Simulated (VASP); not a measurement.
NaTaO: single point with PBE

The system is NaTaO.

```
Na Ta O
1.0
     4.44179    0.00000    0.00000
     0.00000    4.44179    0.00000
     0.00000    0.00000    3.86191
Na Ta O
1 1 1
Direct
  0.00000 0.00000 0.00000
  0.50000 0.50000 0.00000
  0.50000 0.50000 0.50000
```

```
Program             : VASP 6.6.1
Task                : single point
Functional          : PBE
Potentials or basis : VASP PAW PBE potentials, release 64 (Na_pv, Ta_pv, O)
Cutoff              : 600 eV
k mesh              : 5 × 5 × 6
Occupations         : gaussian, width 0.2 eV
Spin                : no spin polarisation
```

```json
{
 "Pressure": "-0.1 GPa",
 "Band gap on the k mesh": "zero (band 12 reaches 1.59 eV, above the bottom of band 13 at 1.31 eV)"
}
```

Stress tensor (GPa, compression positive):
```
-0.16  0.00  0.00
 0.00 -0.16  0.00
 0.00  0.00  0.15
```

Levels at points of the mesh, in eV from the Fermi level:
```tsv
k point	band 9	band 10	band 11	band 12	band 13	band 14	band 15	band 16
(0.00, 0.00, 0.00)	-4.51	-4.27	-3.61	-0.80	0.36	0.59	0.59	4.18
(0.00, 0.00, 0.50)	-5.66	-5.66	-2.69	-0.44	0.51	1.40	3.49	3.49
```

Wall time 29 s on 1 thread of Intel Xeon 6975P-C (shared host), peak memory 0.22 GiB.

Caveat: spin-orbit coupling is left out, which moves the levels of the heavy elements.
